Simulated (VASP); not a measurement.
# Sb3Se (Pm-3m) in VASP: notebook

Sb3Se is run at these levels: PBE; tasks: single point, relaxation of cell and atoms.

Everything below comes from runs of VASP 6.6.1. Logs are shortened: lines on timing, memory, paths and dates and some standing lists are left out, and cuts for length are marked.

## 1. The cell of the first run

It takes space group Pm-3m (No. 221, cubic). The conventional cell has a = 4.751 Å, b = 4.751 Å, c = 4.751 Å, α = 90.00°, β = 90.00°, γ = 90.00°. Within 4.4 Å of Sb (site symmetry 4/mmm) lie 8 Sb at 3.36 Å and 4 Se at 3.36 Å. Within 4.4 Å of Se (site symmetry m-3m) lie 12 Sb at 3.36 Å.

## 2. Single point, PBE

INCAR

```
  PREC = Accurate
  ENCUT = 520
  EDIFF = 1E-7
  ISMEAR = 0
  SIGMA = 0.1
  LREAL = False
  LASPH = True
  NELM = 100
  ALGO = Normal
  ISIF = 2
  LWAVE = False
  LCHARG = False
  GGA = PE
  NBANDS = 18
```

KPOINTS

```
regular mesh
0
Gamma
  4 4 4
```

POSCAR

```
Sb3Se
1.0
    4.7509746025      0.0000000000      0.0000000000
    0.0000000000      4.7509746025      0.0000000000
    0.0000000000      0.0000000000      4.7509746025
Sb Se
3 1
Direct
    0.0000000000      0.5000000000      0.5000000000
    0.5000000000      0.0000000000      0.5000000000
    0.5000000000      0.5000000000      0.0000000000
    0.0000000000      0.0000000000      0.0000000000
```

Potentials or basis: VASP PAW PBE potentials, release 64 (Sb, Se).

Launch:

```
> cat potpaw_PBE.64/Sb/POTCAR potpaw_PBE.64/Se/POTCAR > POTCAR
> mpirun -np 1 vasp_std > vasp.out
```

OUTCAR:

```text
PREC = Accurate
   ENCUT = 520
   EDIFF = 1E-7
   ISMEAR = 0
   LREAL = False
   LASPH = True
   NELM = 100
   ISIF = 2
   GGA = PE

 ion  position               nearest neighbor table
   1  0.000  0.500  0.500-   2 3.36   3 3.36   3 3.36   2 3.36   2 3.36   3 3.36   3 3.36   2 3.36

   2  0.500  0.000  0.500-   1 3.36   3 3.36   3 3.36   1 3.36   3 3.36   3 3.36   1 3.36   1 3.36

   3  0.500  0.500  0.000-   1 3.36   2 3.36   1 3.36   2 3.36   2 3.36   2 3.36   1 3.36   1 3.36

   4  0.000  0.000  0.000-

  LATTYP: Found a simple cubic cell.
 ALAT       =     4.7509746025

  Lattice vectors:

 A1 = (   4.7509746025,   0.0000000000,   0.0000000000)
 A2 = (   0.0000000000,   4.7509746025,   0.0000000000)
 A3 = (   0.0000000000,   0.0000000000,   4.7509746025)

Analysis of symmetry for initial positions (statically):
=====================================================================
 Subroutine PRICEL returns:
 Original cell was already a primitive cell.

 Routine SETGRP: Setting up the symmetry group for a
 simple cubic supercell.

 Subroutine GETGRP returns: Found 48 space group operations
 (whereof 48 operations were pure point group operations)
 out of a pool of 48 trial point group operations.

The static configuration has the point symmetry O_h .

Analysis of symmetry for dynamics (positions and initial velocities):
=====================================================================
 Subroutine PRICEL returns:
 Original cell was already a primitive cell.

 Routine SETGRP: Setting up the symmetry group for a
 simple cubic supercell.

 Subroutine GETGRP returns: Found 48 space group operations
 (whereof 48 operations were pure point group operations)
 out of a pool of 48 trial point group operations.

The dynamic configuration has the point symmetry O_h .

 Subroutine INISYM returns: Found 48 space group operations
 (whereof 48 operations are pure point group operations),
 and found     1 'primitive' translations

----------------------------------------------------------------------------------------

                                     Primitive cell

  volume of cell :     107.2379

  direct lattice vectors                    reciprocal lattice vectors
     4.750974603  0.000000000  0.000000000     0.210483129  0.000000000  0.000000000
     0.000000000  4.750974603  0.000000000     0.000000000  0.210483129  0.000000000
     0.000000000  0.000000000  4.750974603     0.000000000  0.000000000  0.210483129

  length of vectors
     4.750974603  4.750974603  4.750974603     0.210483129  0.210483129  0.210483129

  position of ions in fractional coordinates (direct lattice)
     0.000000000  0.500000000  0.500000000
     0.500000000  0.000000000  0.500000000
     0.500000000  0.500000000  0.000000000
     0.000000000  0.000000000  0.000000000

  ion indices of the primitive-cell ions
   primitive index   ion index
                 1           1
                 2           2
                 3           3
                 4           4

----------------------------------------------------------------------------------------

 KPOINTS: regular mesh

Automatic generation of k-mesh.
 Grid dimensions read from file:
 generate k-points for:    4    4    4

 Generating k-lattice:

  Cartesian coordinates                     Fractional coordinates (reciprocal lattice)
     0.052620782  0.000000000  0.000000000     0.250000000  0.000000000  0.000000000
     0.000000000  0.052620782  0.000000000     0.000000000  0.250000000  0.000000000
     0.000000000  0.000000000  0.052620782     0.000000000  0.000000000  0.250000000

  Length of vectors
     0.052620782  0.052620782  0.052620782

  Shift w.r.t. Gamma in fractional coordinates (k-lattice)
     0.000000000  0.000000000  0.000000000

 Subroutine IBZKPT returns following result:
 ===========================================

 Found     10 irreducible k-points:

 Following reciprocal coordinates:
            Coordinates               Weight
  0.000000  0.000000  0.000000      1.000000
  0.250000  0.000000  0.000000      6.000000
  0.500000  0.000000  0.000000      3.000000
  0.250000  0.250000  0.000000     12.000000
  0.500000  0.250000  0.000000     12.000000
  0.500000  0.500000  0.000000      3.000000
  0.250000  0.250000  0.250000      8.000000
  0.500000  0.250000  0.250000     12.000000
  0.500000  0.500000  0.250000      6.000000
  0.500000  0.500000  0.500000      1.000000
   k-points           NKPTS =     10   k-points in BZ     NKDIM =     10   number of bands    NBANDS=     18
   number of dos      NEDOS =    301   number of ions     NIONS =      4
   total plane-waves  NPLWV =  46656
   dimension x,y,z NGX =    36 NGY =   36 NGZ =   36
   dimension x,y,z NGXF=    72 NGYF=   72 NGZF=   72
   ions per type =               3   1
   NGX,Y,Z   is equivalent  to a cutoff of  12.60, 12.60, 12.60 a.u.
   NGXF,Y,Z  is equivalent  to a cutoff of  25.19, 25.19, 25.19 a.u.
 SYSTEM =  unknown system
   PREC   = accura    normal or accurate (medium, high low for compatibility)
   ISTART =      0    job   : 0-new  1-cont  2-samecut
   ICHARG =      2    charge: 1-file 2-atom 10-const
   ISPIN  =      1    spin polarized calculation?
   LNONCOLLINEAR =      F non collinear calculations
   LSORBIT =      F    spin-orbit coupling
   LASPH  =      T    aspherical Exc in radial PAW
   ENCUT  =  520.0 eV  38.22 Ry    6.18 a.u.   8.83  8.83  8.83*2*pi/ulx,y,z
   NELM   =    100;   NELMIN=  2; NELMDL= -5     # of ELM steps
   EDIFF  = 0.1E-06   stopping-criterion for ELM
   LREAL  =      F    real-space projection
   EDIFFG = 0.1E-05   stopping-criterion for IOM
   NSW    =      0    number of steps for IOM
   IBRION =     -1    ionic relax: 0-MD 1-quasi-New 2-CG
   NFREE  =      0    steps in history (QN), initial steepest desc. (CG)
   ISIF   =      2    stress and relaxation
   ISYM   =      2    0-nonsym 1-usesym 2-fastsym
   POTIM  = 0.5000    time-step for ionic-motion
   TEBEG  =    0.0;   TEEND  =   0.0 temperature during run
   PSTRESS=    0.0 pullay stress
   NELECT =      21.0000    total number of electrons
   NUPDOWN=      -1.0000    fix difference up-down
   EMIN   =  10.00;   EMAX   =-10.00  energy-range for DOS
   EFERMI =   0.00;   METHOD = LEGACY
   ISMEAR =     0;   SIGMA  =   0.10  broadening in eV -4-tet -1-fermi 0-gaus
   EFERMI_NEDOS =   21; number of points for ismear=-14 and -15
   IALGO  =     38    algorithm
   IMIX   =      4    mixing-type and parameters
     AMIX     =   0.40;   BMIX     =  1.00
     AMIX_MAG =   1.60;   BMIX_MAG =  1.00
  volume/ion in A,a.u.               =      26.81       180.92
  Fermi-wavevector in a.u.,A,eV,Ry     =   0.950675  1.796514 12.296703  0.903782
  Thomas-Fermi vector in A             =   2.079073
   LORBIT       =      0    0 simple, 1 ext, 2 COOP (PROOUT), +10 PAW based schemes
   GGA     = PE    functional components
   LHFCALC =     F    Hartree Fock is set to
   AEXX    =    0.0000 exact exchange contribution
   IVDW    =     0    specifies the selected vdW correction
   LEPSILON=     F    determine dielectric tensor
   LRPA    =     F    only Hartree local field effects (RPA)
 non-spin polarized calculation
 Gauss-broadening in eV      SIGMA  =   0.10
  energy-cutoff  :      520.00
  volume of cell :      107.24
 maximum number of plane-waves:      2945
 NGX is ok and might be reduce to    36
   NGX = 17   NGY = 17   NGZ = 17

 number of electron      21.0000000 magnetization

 Free energy of the ion-electron system (eV)
  ---------------------------------------------------
  ext. energy  EPLUGINS =         0.00000000
  ---------------------------------------------------
  free energy    TOTEN  =       -14.48933967 eV

  energy without entropy =      -14.47322570  energy(sigma->0) =      -14.48128269

 E-fermi :   7.2153     XC(G=0): -10.0374

 val. band max:        7.1923553221   @ k =   0.5000   0.2500   0.0000
 cond. band min:       7.3207128719   @ k =   0.2500   0.2500   0.0000
 fundamental gap:      0.1283575498
 Fermi energy:         7.2152755259

 k-point     1 :       0.0000    0.0000    0.0000
  band No.  band energies     occupation
      1      -6.6193      2.00000
      2      -3.3013      2.00000
      3      -0.2049      2.00000
      4      -0.2049      2.00000
      5       2.3343      2.00000
      6       2.3343      2.00000
[... 10 lines left out ...]
     17      11.7042      0.00000
     18      11.8518      0.00000

 k-point     2 :       0.2500    0.0000    0.0000
  band No.  band energies     occupation
      1      -6.3779      2.00000
      2      -3.5133      2.00000
      3      -1.2724      2.00000
      4      -0.0990      2.00000
      5       2.7457      2.00000
      6       2.7457      2.00000
[... 10 lines left out ...]
     17      11.9473      0.00000
     18      12.5075      0.00000

 k-point     3 :       0.5000    0.0000    0.0000
  band No.  band energies     occupation
      1      -6.0467      2.00000
      2      -3.9178      2.00000
      3      -1.7735      2.00000
      4       0.0169      2.00000
      5       3.7081      2.00000
      6       3.7081      2.00000
[... 10 lines left out ...]
     17      13.5535      0.00000
     18      13.5797      0.00000

 k-point     4 :       0.2500    0.2500    0.0000
  band No.  band energies     occupation
      1      -6.1723      2.00000
      2      -3.4702      2.00000
      3      -1.6388      2.00000
      4      -0.7042      2.00000
      5       3.1487      2.00000
      6       3.8422      2.00000
[... 10 lines left out ...]
     17      12.3643      0.00000
     18      13.6258      0.00000

 k-point     5 :       0.5000    0.2500    0.0000
  band No.  band energies     occupation
      1      -5.9108      2.00000
      2      -3.5348      2.00000
      3      -2.0731      2.00000
      4      -0.8856      2.00000
      5       3.4722      2.00000
      6       3.7686      2.00000
[... 10 lines left out ...]
     17      14.5674      0.00000
     18      15.0418      0.00000

 k-point     6 :       0.5000    0.5000    0.0000
  band No.  band energies     occupation
      1      -5.7545      2.00000
      2      -2.4684      2.00000
      3      -2.3974      2.00000
      4      -2.3974      2.00000
      5       3.8903      2.00000
      6       4.3306      2.00000
[... 10 lines left out ...]
     17      14.3075      0.00000
     18      14.6056      0.00000

 k-point     7 :       0.2500    0.2500    0.2500
  band No.  band energies     occupation
      1      -6.0031      2.00000
      2      -3.3393      2.00000
      3      -1.4186      2.00000
      4      -1.4186      2.00000
      5       2.9441      2.00000
      6       3.1403      2.00000
[... 10 lines left out ...]
     17      12.6117      0.00000
     18      13.1986      0.00000

 k-point     8 :       0.5000    0.2500    0.2500
  band No.  band energies     occupation
      1      -5.8023      2.00000
      2      -3.1705      2.00000
      3      -2.0937      2.00000
      4      -1.1391      2.00000
      5       2.3086      2.00000
      6       2.3177      2.00000
[... 10 lines left out ...]
     17      14.5216      0.00000
     18      14.5754      0.00000

 k-point     9 :       0.5000    0.5000    0.2500
  band No.  band energies     occupation
      1      -5.6825      2.00000
      2      -2.1998      2.00000
      3      -2.1548      2.00000
      4      -2.1548      2.00000
      5       2.2808      2.00000
      6       2.6049      2.00000
[... 10 lines left out ...]
     17      14.4770      0.00000
     18      15.0939      0.00000

 k-point    10 :       0.5000    0.5000    0.5000
  band No.  band energies     occupation
      1      -5.6064      2.00000
      2      -1.8368      2.00000
      3      -1.8368      2.00000
      4      -1.8368      2.00000
      5       1.4482      2.00000
      6       1.5529      2.00000
[... 10 lines left out ...]
     17      13.4393      0.00000
     18      15.6258      0.00000

------------------------ aborting loop because EDIFF is reached ----------------------------------------

  FORCE on cell =-STRESS in cart. coord.  units (eV):
  Direction    XX          YY          ZZ          XY          YZ          ZX
  --------------------------------------------------------------------------------------
  -------------------------------------------------------------------------------------
  Total       -1.5660338     -1.5660338     -1.5660338      0.0000000      0.0000000     -0.0000000
  in kB      -23.3971839    -23.3971839    -23.3971839      0.0000000      0.0000000     -0.0000000
  external PRESSURE =     -23.3971839 kB  Pullay stress =       0.0000000 kB

 VOLUME and BASIS-vectors are now :
 -----------------------------------------------------------------------------
  energy-cutoff  :      520.00
  volume of cell :      107.24
      direct lattice vectors                 reciprocal lattice vectors
     4.750974603  0.000000000  0.000000000     0.210483129  0.000000000  0.000000000
     0.000000000  4.750974603  0.000000000     0.000000000  0.210483129  0.000000000
     0.000000000  0.000000000  4.750974603     0.000000000  0.000000000  0.210483129

 POSITION                                       TOTAL-FORCE (eV/Angst)
 -----------------------------------------------------------------------------------
      0.00000      2.37549      2.37549         0.000000      0.000000      0.000000
      2.37549      0.00000      2.37549         0.000000      0.000000      0.000000
      2.37549      2.37549      0.00000         0.000000      0.000000      0.000000
      0.00000      0.00000      0.00000         0.000000      0.000000      0.000000
 -----------------------------------------------------------------------------------
    total drift:                               -0.000000      0.000000      0.000000

  FREE ENERGIE OF THE ION-ELECTRON SYSTEM (eV)
  ---------------------------------------------------
  free  energy   TOTEN  =       -14.4893396674 eV

  energy  without entropy=      -14.4732257049  energy(sigma->0) =      -14.48128269
```

It took 20 s on 1 thread of AMD EPYC 7R43 (Zen 3), shared host; peak memory 0.17 GiB.

Results:

- Free energy: -14.4893 eV
- Pressure: -2.3 GPa

Levels at points of the mesh, in eV from the Fermi level:
```csv
k point,band 7,band 8,band 9,band 10,band 11,band 12,band 13,band 14
"(0.00, 0.00, 0.00)",-4.88,-0.77,-0.77,-0.77,0.72,0.72,0.72,3.51
"(0.50, 0.00, 0.00)",-2.97,-2.97,-2.19,-1.12,0.13,0.26,1.04,1.04
"(0.50, 0.50, 0.00)",-2.88,-2.58,-2.45,-1.33,-1.13,-1.13,1.91,1.91
"(0.50, 0.50, 0.50)",-5.66,-5.66,1.27,1.27,1.27,3.69,3.69,3.98
```

Caveat: spin-orbit coupling is left out, which moves the levels of the heavy elements.

## 3. Single point, PBE

This run uses another cell than the first one, of 25.76 Å³/atom, 0.961 times its volume.

INCAR

```
SYSTEM = Sb3Se
ALGO = Normal ; EDIFF = 1E-6
ENCUT = 520 ; GGA = PE
ISIF = 2 ; ISMEAR = 0
LASPH = .TRUE. ; LCHARG = .FALSE.
LREAL = .FALSE. ; LWAVE = .FALSE.
NBANDS = 18 ; NELM = 100
PREC = Accurate ; SIGMA = 0.1
```

KPOINTS

```
k-points
0
G
  10 10 10
  0 0 0
```

POSCAR

```
Sb3Se
1.0
    4.6878718071      0.0000000000      0.0000000000
    0.0000000000      4.6878718071      0.0000000000
    0.0000000000      0.0000000000      4.6878718071
Sb Se
3 1
Direct
    0.0000000000      0.5000000000      0.5000000000
    0.5000000000      0.0000000000      0.5000000000
    0.5000000000      0.5000000000      0.0000000000
    0.0000000000      0.0000000000      0.0000000000
```

Potentials or basis: VASP PAW PBE potentials, release 64 (Sb, Se).

Launch:

```
> cat potpaw_PBE.64/Sb/POTCAR potpaw_PBE.64/Se/POTCAR > POTCAR
> mpirun -np 1 vasp_std > vasp.out
```

Wall time 66 s (1 thread of AMD EPYC 7R43 (Zen 3), shared host); peak memory 0.23 GiB.

It converged, with:

* Free energy: -14.5456 eV
* Pressure: -0.2 GPa

Levels at points of the mesh, in eV from the Fermi level:
```csv
k point,band 7,band 8,band 9,band 10,band 11,band 12,band 13,band 14,band 15,band 16
"(0.00, 0.00, 0.00)",-5.09,-0.76,-0.76,-0.76,0.75,0.75,0.75,3.52,4.65,4.65
"(0.50, 0.00, 0.00)",-3.11,-3.11,-2.27,-1.23,0.27,0.40,1.12,1.12,2.39,2.39
"(0.50, 0.50, 0.00)",-2.91,-2.67,-2.44,-1.38,-1.21,-1.21,2.06,2.06,3.66,3.83
"(0.50, 0.50, 0.50)",-5.92,-5.92,1.41,1.41,1.41,3.92,3.92,4.20,4.20,4.20
```

Caveat: spin-orbit coupling is left out, which moves the levels of the heavy elements.

## 4. Relaxation of cell and atoms, PBE

INCAR

```
PREC = Accurate
ENCUT = 600
EDIFF = 1E-7
ISMEAR = 0
SIGMA = 0.1
LREAL = False
LASPH = True
NELM = 100
ALGO = Normal
ISIF = 3
LWAVE = False
LCHARG = False
GGA = PE
IBRION = 2
NSW = 100
EDIFFG = -0.01
```

KPOINTS

```
regular mesh
0
Gamma
  10 10 10
```

POSCAR

```
Sb3Se
1.0
    4.7509746025      0.0000000000      0.0000000000
    0.0000000000      4.7509746025      0.0000000000
    0.0000000000      0.0000000000      4.7509746025
Sb Se
3 1
Direct
    0.0000000000      0.5000000000      0.5000000000
    0.5000000000      0.0000000000      0.5000000000
    0.5000000000      0.5000000000      0.0000000000
    0.0000000000      0.0000000000      0.0000000000
```

Launch:

```
> cat potpaw_PBE.64/Sb/POTCAR potpaw_PBE.64/Se/POTCAR > POTCAR
> mpirun -np 1 vasp_std > vasp.out
```

Wall time 3.2 min (1 thread of AMD EPYC 7R43 (Zen 3), shared host); peak memory 0.29 GiB.

Results (log left out):

| Item | Value |
| --- | --- |
| Free energy | -14.5460 eV |
| Relaxed volume | 25.69 Å³/atom |
| Relaxed cell | a = 4.684 Å, b = 4.684 Å, c = 4.684 Å, α = 90.00°, β = 90.00°, γ = 90.00° |
| Space group after relaxing (to 0.05 Å) | Pm-3m (No. 221) |
| Energy gained by relaxing | 8.5 meV/atom |
| Ionic steps | 3 |
| Pressure after relaxing | 0.0 GPa |

Step by step:
```
step  energy change (eV)  largest force (eV/Å)  pressure (GPa)  volume (Å³)
   1              0.0000                0.0000           -2.34       107.24
   2             -0.0299                0.0000            0.92       101.28
   3             -0.0341                0.0000            0.01       102.76
```

Final structure:
```xyz
4
Lattice="4.6839 0.0000 0.0000 0.0000 4.6839 0.0000 0.0000 0.0000 4.6839" Properties=species:S:1:pos:R:3 pbc="T T T"
Sb    0.0000    2.3419    2.3419
Sb    2.3419    0.0000    2.3419
Sb    2.3419    2.3419    0.0000
Se    0.0000    0.0000    0.0000
```

Levels at points of the mesh, in eV from the Fermi level:
| k point | band 9 | band 10 | band 11 | band 12 | band 13 | band 14 |
| --- | --- | --- | --- | --- | --- | --- |
| (0.00, 0.00, 0.00) | -0.76 | -0.76 | 0.75 | 0.75 | 0.75 | 3.52 |
| (0.50, 0.00, 0.00) | -2.28 | -1.24 | 0.28 | 0.41 | 1.12 | 1.12 |
| (0.50, 0.50, 0.00) | -2.44 | -1.38 | -1.21 | -1.21 | 2.06 | 2.06 |
| (0.50, 0.50, 0.50) | 1.42 | 1.42 | 1.42 | 3.93 | 3.93 | 4.21 |

Caveat: spin-orbit coupling is left out, which moves the levels of the heavy elements.

## 5. Overview

| task | cell | k mesh | cutoff (eV) | gap on the mesh (eV) | pressure (GPa) |
| --- | --- | --- | --- | --- | --- |
| single point | a = 4.751 Å, 4 atoms | 4 × 4 × 4 | 520 | none | -2.3 |
| single point | a = 4.688 Å, 4 atoms | 10 × 10 × 10 | 520 | none | -0.2 |
| relaxation of cell and atoms | relaxed from a = 4.751 Å, 4 atoms | 10 × 10 × 10 | 600 | none | 0.0 |

Alike in all rows: level PBE; potentials or basis VASP PAW PBE potentials, release 64 (Sb, Se); no spin polarisation; smearing gaussian 0.1 eV.

Caveats: spin-orbit coupling is left out, which moves the levels of the heavy elements.

Total energies depend on the potentials used, so only differences within one code and one set of settings carry meaning.
